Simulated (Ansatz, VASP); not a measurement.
## Pt in VASP and in Ansatz

```
Pt
1.0
     2.91460    0.00000    0.00000
    -1.45730    2.52411    0.00000
     0.00000    0.00000    9.73708
Pt
4
Direct
  0.00000 0.00000 0.00000
  0.00000 0.00000 0.50000
  0.33333 0.66667 0.25000
  0.66667 0.33333 0.75000
```

Alike in both runs: task single point; functional RPBE; k mesh 14 × 14 × 4; occupations fermi-dirac, width 0.1 eV; no spin polarisation.

```csv
,VASP,Ansatz
version,VASP 6.6.1,Ansatz 0.2.0
potentials or method,"VASP PAW PBE potentials, release 64 (Pt), cutoff 520 eV","plane waves (420 eV) with PAW, scalar-relativistic"
valence electrons in the cell,40,72
```

```tsv
	VASP	Ansatz	Ansatz less VASP
pressure (GPa)	-18.9	-18.7	+0.26
traceless stress, the component that is largest in VASP (GPa)	0.52	0.54	+0.029
```

VASP's potentials were made for PBE, not for RPBE. The functional is the same, so the differences come from potentials, cutoffs and numerics. VASP's potentials hold 40 valence electrons a cell and Ansatz's 72, so a difference there can come from the potentials and not from the codes.

Neither program's run includes spin-orbit coupling.
